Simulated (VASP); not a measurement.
# F (I4_1/amd) in VASP: further runs

The runs below take F through single point, with LDA.

Program: VASP 6.6.1. These are calculated values, not measurements. Logs are shortened: lines on timing, memory, paths and dates and some standing lists are left out, and cuts for length are marked.

### Step 1. The cell of the first run

The structure is tetragonal, space group I4_1/amd (No. 141). Conventional cell: a = 3.447 Å, b = 3.447 Å, c = 2.111 Å, α = 90.00°, β = 90.00°, γ = 90.00°. Within 2.4 Å of F (site symmetry -4m2) lie 10 F at 1.80 to 2.34 Å.

### Step 2. Single point, LDA

Contents of INCAR:

```
SYSTEM = F
  PREC = Accurate
  ENCUT = 520
  EDIFF = 1E-6
  ISMEAR = -1
  SIGMA = 0.1
  LREAL = .False.
  LASPH = .True.
  NELM = 60
  ALGO = Normal
  ISIF = 2
  LWAVE = .False.
  LCHARG = .False.
  GGA = CA
  NBANDS = 14
```

Contents of KPOINTS:

```
regular mesh
0
Gamma
  19 19 19
  0 0 0
```

Contents of POSCAR:

```
F
1.0
   -1.7232757217      1.7232757217      1.0555347349
    1.7232757217     -1.7232757217      1.0555347349
    1.7232757217      1.7232757217     -1.0555347349
F
2
Direct
   -0.3750000000     -0.1250000000     -0.2500000000
    0.3750000000      0.1250000000      0.2500000000
```

Potentials or basis: VASP PAW LDA potentials, release 64 (F).

On the command line:

```sh
$ cat potpaw_LDA.64/F/POTCAR > POTCAR
$ mpirun -np 1 vasp_std > vasp.out
```

OUTCAR:

```text
SYSTEM = F
   PREC = Accurate
   ENCUT = 520
   EDIFF = 1E-6
   ISMEAR = -1
   LREAL = .False.
   LASPH = .True.
   NELM = 60
   ISIF = 2
   GGA = CA

 ion  position               nearest neighbor table
   1  0.625  0.875  0.750-   2 1.80   2 1.80   2 1.80   2 1.80
   2  0.375  0.125  0.250-   1 1.80   1 1.80   1 1.80   1 1.80

  LATTYP: Found a body centered tetragonal cell.
 ALAT       =     3.4465514434
 C/A-ratio  =     0.6125164543

  Lattice vectors:

 A1 = (  -1.7232757217,   1.7232757217,   1.0555347349)
 A2 = (   1.7232757217,  -1.7232757217,   1.0555347349)
 A3 = (   1.7232757217,   1.7232757217,  -1.0555347349)

Analysis of symmetry for initial positions (statically):
=====================================================================
 Subroutine PRICEL returns:
 Original cell was already a primitive cell.

 Routine SETGRP: Setting up the symmetry group for a
 body centered tetragonal supercell.

 Subroutine GETGRP returns: Found 16 space group operations
 (whereof  4 operations were pure point group operations)
 out of a pool of 16 trial point group operations.

The static configuration has the point symmetry C_2h.
 The point group associated with its full space group is D_4h.

Analysis of symmetry for dynamics (positions and initial velocities):
=====================================================================
 Subroutine PRICEL returns:
 Original cell was already a primitive cell.

 Routine SETGRP: Setting up the symmetry group for a
 body centered tetragonal supercell.

 Subroutine GETGRP returns: Found 16 space group operations
 (whereof  4 operations were pure point group operations)
 out of a pool of 16 trial point group operations.

The dynamic configuration has the point symmetry C_2h.
 The point group associated with its full space group is D_4h.

 Subroutine INISYM returns: Found 16 space group operations
 (whereof  4 operations are pure point group operations),
 and found     1 'primitive' translations

----------------------------------------------------------------------------------------

                                     Primitive cell

  volume of cell :      12.5384

  direct lattice vectors                    reciprocal lattice vectors
    -1.723275722  1.723275722  1.055534735     0.000000000  0.290145096  0.473693554
     1.723275722 -1.723275722  1.055534735     0.290145096  0.000000000  0.473693554
     1.723275722  1.723275722 -1.055534735     0.290145096  0.290145096  0.000000000
[... 87 lines left out ...]
   NSW    =      0    number of steps for IOM
   IBRION =     -1    ionic relax: 0-MD 1-quasi-New 2-CG
   NFREE  =      0    steps in history (QN), initial steepest desc. (CG)
   ISIF   =      2    stress and relaxation
   ISYM   =      2    0-nonsym 1-usesym 2-fastsym
   POTIM  = 0.5000    time-step for ionic-motion
   TEBEG  =    0.0;   TEEND  =   0.0 temperature during run
   PSTRESS=    0.0 pullay stress
   NELECT =      14.0000    total number of electrons
   NUPDOWN=      -1.0000    fix difference up-down
   EMIN   =  10.00;   EMAX   =-10.00  energy-range for DOS
   EFERMI =   0.00;   METHOD = LEGACY
   ISMEAR =    -1;   SIGMA  =   0.10  broadening in eV -4-tet -1-fermi 0-gaus
   EFERMI_NEDOS =   21; number of points for ismear=-14 and -15
   IALGO  =     38    algorithm
   IMIX   =      4    mixing-type and parameters
     AMIX     =   0.40;   BMIX     =  1.00
     AMIX_MAG =   1.60;   BMIX_MAG =  1.00
  volume/ion in A,a.u.               =       6.27        42.31
  Fermi-wavevector in a.u.,A,eV,Ry     =   1.698388  3.209487 39.246285  2.884521
  Thomas-Fermi vector in A             =   2.778896
   LORBIT       =      0    0 simple, 1 ext, 2 COOP (PROOUT), +10 PAW based schemes
   GGA     = CA    functional components
   LHFCALC =     F    Hartree Fock is set to
   AEXX    =    0.0000 exact exchange contribution
   IVDW    =     0    specifies the selected vdW correction
   LEPSILON=     F    determine dielectric tensor
   LRPA    =     F    only Hartree local field effects (RPA)
 non-spin polarized calculation
  energy-cutoff  :      520.00
  volume of cell :       12.54
 maximum number of plane-waves:       356
   NGX =  9   NGY =  9   NGZ =  9

 number of electron      13.9999979 magnetization

 Free energy of the ion-electron system (eV)
  ---------------------------------------------------
  ext. energy  EPLUGINS =         0.00000000
  ---------------------------------------------------
  free energy    TOTEN  =        -1.87304492 eV

  energy without entropy =       -1.79378274  energy(sigma->0) =       -1.83341383

 E-fermi :   2.8240     XC(G=0): -13.7978

 val. band max:        2.8202893555   @ k =   0.1053   0.0526   0.0526
 cond. band min:       2.8247591212   @ k =   0.1579   0.1579   0.0526
 fundamental gap:      0.0044697658
 Fermi energy:         2.8240081117

 k-point     1 :       0.0000    0.0000    0.0000
  band No.  band energies     occupation
      1     -24.2841      2.00000
      2     -15.9525      2.00000
      3      -3.7653      2.00000
      4      -3.7653      2.00000
      5       2.0545      1.99909
      6       2.1215      1.99822
      7       3.2330      0.03293
      8       3.2330      0.03293
      9      19.8205      0.00000
     10      20.3921      0.00000
     11      32.9914      0.00000
     12      35.7104      0.00000
     13      35.7104      0.00000
     14      39.6725      0.00000
[... 377 lines left out ...]
      1     -22.9747      2.00000
      2     -16.6305      2.00000
      3      -3.9534      2.00000
      4      -2.4659      2.00000
      5      -0.6546      2.00000
      6       0.6218      2.00000
      7       2.3695      1.97898
      8       3.1638      0.06471
      9      22.4162      0.00000
     10      22.5946      0.00000
     11      28.4496      0.00000
     12      31.0802      0.00000
     13      36.1146      0.00000
     14      40.6085      0.00000

 [... further k-points ...]
[... 5 lines left out ...]
  --------------------------------------------------------------------------------------
  -------------------------------------------------------------------------------------
  Total        7.2709989      7.2709989      7.2216992     -0.0000000     -0.0000000     -0.0000000
  in kB      929.1003017    929.1003017    922.8007090     -0.0000000     -0.0000000     -0.0000000
  external PRESSURE =     927.0004375 kB  Pullay stress =       0.0000000 kB

 VOLUME and BASIS-vectors are now :
 -----------------------------------------------------------------------------
  energy-cutoff  :      520.00
  volume of cell :       12.54
      direct lattice vectors                 reciprocal lattice vectors
    -1.723275722  1.723275722  1.055534735     0.000000000  0.290145096  0.473693554
     1.723275722 -1.723275722  1.055534735     0.290145096  0.000000000  0.473693554
     1.723275722  1.723275722 -1.055534735     0.290145096  0.290145096  0.000000000

 POSITION                                       TOTAL-FORCE (eV/Angst)
 -----------------------------------------------------------------------------------
      1.72328      0.86164      0.79165         0.000000     -0.000000      0.000000
      0.00000      0.86164      0.26388        -0.000000      0.000000     -0.000000
 -----------------------------------------------------------------------------------
    total drift:                               -0.000000      0.000000     -0.000000

  FREE ENERGIE OF THE ION-ELECTRON SYSTEM (eV)
  ---------------------------------------------------
  free  energy   TOTEN  =        -1.8730449197 eV

  energy  without entropy=       -1.7937827355  energy(sigma->0) =       -1.83341383
```

stdout:

```text
POSCAR found type information on POSCAR F
 POSCAR found :  1 types and       2 ions
 scaLAPACK will be used
 LDA part: xc-table for (Slater(with rela. corr.)+CA(PZ))
 , standard interpolation
 POSCAR, INCAR and KPOINTS ok, starting setup
 FFT: planning ... GRIDC
 FFT: planning ... GRID_SOFT
 FFT: planning ... GRID
 WAVECAR not read
 entering main loop
```

Run time: 27 s. Hardware: 1 thread of Intel Xeon 6975P-C (Granite Rapids), shared host; peak memory 0.17 GiB.

Results:

| Property | Result |
| --- | --- |
| Free energy | -1.8730 eV |
| Pressure | 92.7 GPa |
| Band gap on the k mesh | zero (bands 7 and 8 overlap by 2.65 eV) |

Stress tensor (GPa, compression positive):
```
92.91  0.00  0.00
 0.00 92.91  0.00
 0.00  0.00 92.28
```

Levels at points of the mesh, in eV from the Fermi level:
```csv
k point,band 3,band 4,band 5,band 6,band 7,band 8,band 9,band 10,band 11,band 12
"(0.00, 0.00, 0.00)",-6.59,-6.59,-0.77,-0.70,0.41,0.41,17.00,17.57,30.17,32.89
```

Caveat: the cell stands under pressure.

### Step 3. Single point, LDA

Contents of INCAR:

```
ALGO     = Normal         # electronic algorithm
EDIFF    = 1E-7           # SCF threshold, eV
ENCUT    = 520            # plane-wave cutoff, eV
GGA      = CA             # functional
ISIF     = 2              # what is computed and relaxed
ISMEAR   = -1             # smearing method
LASPH    = True           # aspherical terms in the spheres
LCHARG   = False          # write CHGCAR
LREAL    = False          # projectors in reciprocal space
LWAVE    = False          # write WAVECAR
NBANDS   = 14             # bands
NELM     = 100            # most SCF steps
PREC     = Accurate       # precision mode
SIGMA    = 0.1            # smearing width, eV
```

Contents of KPOINTS:

```
k-points
0
Gamma
  19 19 19
```

Contents of POSCAR:

```
F
1.0
   -1.7230531978      1.7230531978      1.0555815545
    1.7230531978     -1.7230531978      1.0555815545
    1.7230531978      1.7230531978     -1.0555815545
F
2
Direct
   -0.3750000000     -0.1250000000     -0.2500000000
    0.3750000000      0.1250000000      0.2500000000
```

Potentials or basis: VASP PAW LDA potentials, release 64 (F).

On the command line:

```sh
$ cat potpaw_LDA.64/F/POTCAR > POTCAR
$ mpirun -np 1 vasp_std > vasp.out
```

OUTCAR:

```text
EDIFF = 1E-7
   ENCUT = 520
   GGA = CA
   ISIF = 2
   ISMEAR = -1
   LASPH = True
   LREAL = False
   NELM = 100
   PREC = Accurate

 ion  position               nearest neighbor table
   1  0.625  0.875  0.750-   2 1.80   2 1.80   2 1.80   2 1.80
   2  0.375  0.125  0.250-   1 1.80   1 1.80   1 1.80   1 1.80

  LATTYP: Found a body centered tetragonal cell.
 ALAT       =     3.4461063956
 C/A-ratio  =     0.6126227303

  Lattice vectors:

 A1 = (  -1.7230531978,   1.7230531978,   1.0555815545)
 A2 = (   1.7230531978,  -1.7230531978,   1.0555815545)
 A3 = (   1.7230531978,   1.7230531978,  -1.0555815545)

Analysis of symmetry for initial positions (statically):
=====================================================================
 Subroutine PRICEL returns:
 Original cell was already a primitive cell.

 Routine SETGRP: Setting up the symmetry group for a
 body centered tetragonal supercell.

 Subroutine GETGRP returns: Found 16 space group operations
 (whereof  4 operations were pure point group operations)
 out of a pool of 16 trial point group operations.

The static configuration has the point symmetry C_2h.
 The point group associated with its full space group is D_4h.

Analysis of symmetry for dynamics (positions and initial velocities):
=====================================================================
 Subroutine PRICEL returns:
 Original cell was already a primitive cell.

 Routine SETGRP: Setting up the symmetry group for a
 body centered tetragonal supercell.

 Subroutine GETGRP returns: Found 16 space group operations
 (whereof  4 operations were pure point group operations)
 out of a pool of 16 trial point group operations.

The dynamic configuration has the point symmetry C_2h.
 The point group associated with its full space group is D_4h.

 Subroutine INISYM returns: Found 16 space group operations
 (whereof  4 operations are pure point group operations),
 and found     1 'primitive' translations

----------------------------------------------------------------------------------------

                                     Primitive cell

  volume of cell :      12.5357

  direct lattice vectors                    reciprocal lattice vectors
    -1.723053198  1.723053198  1.055581555     0.000000000  0.290182567  0.473672544
     1.723053198 -1.723053198  1.055581555     0.290182567  0.000000000  0.473672544
     1.723053198  1.723053198 -1.055581555     0.290182567  0.290182567  0.000000000

  length of vectors
     2.655574714  2.655574714  2.655574714     0.555492215  0.555492215  0.410380122

  position of ions in fractional coordinates (direct lattice)
     0.625000000  0.875000000  0.750000000
     0.375000000  0.125000000  0.250000000

  ion indices of the primitive-cell ions
   primitive index   ion index
                 1           1
                 2           2

----------------------------------------------------------------------------------------

 KPOINTS: k-points

Automatic generation of k-mesh.
 Grid dimensions read from file:
 generate k-points for:   19   19   19

 Generating k-lattice:

[... 41 lines left out ...]
 -0.263158  0.052632  0.000000     16.000000
 [... further k-points ...]
   k-points           NKPTS =    550   k-points in BZ     NKDIM =    550   number of bands    NBANDS=     14
   number of dos      NEDOS =    301   number of ions     NIONS =      2
   total plane-waves  NPLWV =   8000
   dimension x,y,z NGX =    20 NGY =   20 NGZ =   20
   dimension x,y,z NGXF=    40 NGYF=   40 NGZF=   40
   ions per type =               2
   NGX,Y,Z   is equivalent  to a cutoff of  12.52, 12.52, 12.52 a.u.
   NGXF,Y,Z  is equivalent  to a cutoff of  25.04, 25.04, 25.04 a.u.
 SYSTEM =  unknown system
   PREC   = accura    normal or accurate (medium, high low for compatibility)
   ISTART =      0    job   : 0-new  1-cont  2-samecut
   ICHARG =      2    charge: 1-file 2-atom 10-const
   ISPIN  =      1    spin polarized calculation?
   LNONCOLLINEAR =      F non collinear calculations
   LSORBIT =      F    spin-orbit coupling
   LASPH  =      T    aspherical Exc in radial PAW
   ENCUT  =  520.0 eV  38.22 Ry    6.18 a.u.   4.94  4.94  4.94*2*pi/ulx,y,z
   NELM   =    100;   NELMIN=  2; NELMDL= -5     # of ELM steps
   EDIFF  = 0.1E-06   stopping-criterion for ELM
   LREAL  =      F    real-space projection
   EDIFFG = 0.1E-05   stopping-criterion for IOM
   NSW    =      0    number of steps for IOM
   IBRION =     -1    ionic relax: 0-MD 1-quasi-New 2-CG
   NFREE  =      0    steps in history (QN), initial steepest desc. (CG)
   ISIF   =      2    stress and relaxation
   ISYM   =      2    0-nonsym 1-usesym 2-fastsym
   POTIM  = 0.5000    time-step for ionic-motion
   TEBEG  =    0.0;   TEEND  =   0.0 temperature during run
   PSTRESS=    0.0 pullay stress
   NELECT =      14.0000    total number of electrons
   NUPDOWN=      -1.0000    fix difference up-down
   EMIN   =  10.00;   EMAX   =-10.00  energy-range for DOS
   EFERMI =   0.00;   METHOD = LEGACY
   ISMEAR =    -1;   SIGMA  =   0.10  broadening in eV -4-tet -1-fermi 0-gaus
   EFERMI_NEDOS =   21; number of points for ismear=-14 and -15
   IALGO  =     38    algorithm
   IMIX   =      4    mixing-type and parameters
     AMIX     =   0.40;   BMIX     =  1.00
     AMIX_MAG =   1.60;   BMIX_MAG =  1.00
  volume/ion in A,a.u.               =       6.27        42.30
  Fermi-wavevector in a.u.,A,eV,Ry     =   1.698509  3.209716 39.251883  2.884932
  Thomas-Fermi vector in A             =   2.778995
   LORBIT       =      0    0 simple, 1 ext, 2 COOP (PROOUT), +10 PAW based schemes
   GGA     = CA    functional components
   LHFCALC =     F    Hartree Fock is set to
   AEXX    =    0.0000 exact exchange contribution
   IVDW    =     0    specifies the selected vdW correction
   LEPSILON=     F    determine dielectric tensor
   LRPA    =     F    only Hartree local field effects (RPA)
 non-spin polarized calculation
  energy-cutoff  :      520.00
  volume of cell :       12.54
 maximum number of plane-waves:       355
   NGX =  9   NGY =  9   NGZ =  9

 number of electron      13.9999979 magnetization

 Free energy of the ion-electron system (eV)
  ---------------------------------------------------
  ext. energy  EPLUGINS =         0.00000000
  ---------------------------------------------------
  free energy    TOTEN  =        -1.87147060 eV

  energy without entropy =       -1.79222907  energy(sigma->0) =       -1.83184984

 E-fermi :   2.8281     XC(G=0): -13.7991

 val. band max:        2.8243713671   @ k =   0.1053   0.0526   0.0526
 cond. band min:       2.8286490433   @ k =   0.4211   0.0526  -0.0000
 fundamental gap:      0.0042776762
 Fermi energy:         2.8281022180

 k-point     1 :       0.0000    0.0000    0.0000
  band No.  band energies     occupation
      1     -24.2839      2.00000
      2     -15.9475      2.00000
      3      -3.7633      2.00000
      4      -3.7633      2.00000
      5       2.0565      1.99911
      6       2.1236      1.99826
      7       3.2372      0.03288
      8       3.2372      0.03288
      9      19.8259      0.00000
     10      20.3971      0.00000
     11      32.9941      0.00000
     12      35.7141      0.00000
     13      35.7141      0.00000
     14      39.6826      0.00000
[... 377 lines left out ...]
      1     -22.9743      2.00000
      2     -16.6265      2.00000
      3      -3.9519      2.00000
      4      -2.4639      2.00000
      5      -0.6524      2.00000
      6       0.6245      2.00000
      7       2.3736      1.97898
      8       3.1679      0.06471
      9      22.4218      0.00000
     10      22.5995      0.00000
     11      28.4526      0.00000
     12      31.0847      0.00000
     13      36.1182      0.00000
     14      40.6175      0.00000

 [... further k-points ...]

------------------------ aborting loop because EDIFF is reached ----------------------------------------

  FORCE on cell =-STRESS in cart. coord.  units (eV):
  Direction    XX          YY          ZZ          XY          YZ          ZX
  --------------------------------------------------------------------------------------
  -------------------------------------------------------------------------------------
  Total        7.2798097      7.2798097      7.2212341      0.0000000     -0.0000000      0.0000000
  in kB      930.4251805    930.4251805    922.9386811      0.0000000     -0.0000000      0.0000000
  external PRESSURE =     927.9296807 kB  Pullay stress =       0.0000000 kB

 VOLUME and BASIS-vectors are now :
 -----------------------------------------------------------------------------
  energy-cutoff  :      520.00
  volume of cell :       12.54
      direct lattice vectors                 reciprocal lattice vectors
    -1.723053198  1.723053198  1.055581555     0.000000000  0.290182567  0.473672544
     1.723053198 -1.723053198  1.055581555     0.290182567  0.000000000  0.473672544
     1.723053198  1.723053198 -1.055581555     0.290182567  0.290182567  0.000000000

 POSITION                                       TOTAL-FORCE (eV/Angst)
 -----------------------------------------------------------------------------------
      1.72305      0.86153      0.79169         0.000000      0.000000      0.000000
      0.00000      0.86153      0.26390        -0.000000     -0.000000     -0.000000
 -----------------------------------------------------------------------------------
    total drift:                               -0.000000      0.000000     -0.000000

  FREE ENERGIE OF THE ION-ELECTRON SYSTEM (eV)
  ---------------------------------------------------
  free  energy   TOTEN  =        -1.8714705993 eV

  energy  without entropy=       -1.7922290713  energy(sigma->0) =       -1.83184984
```

Run time: 30 s. Hardware: 1 thread of Intel Xeon 6975P-C (Granite Rapids), shared host; peak memory 0.17 GiB.

What came out:

- Free energy: -1.8715 eV
- Pressure: 92.8 GPa
- Band gap on the k mesh: zero (bands 7 and 8 overlap by 2.66 eV)

Stress tensor (GPa, compression positive):
```
93.04  0.00  0.00
 0.00 93.04  0.00
 0.00  0.00 92.29
```

Caveat: the cell stands under pressure.
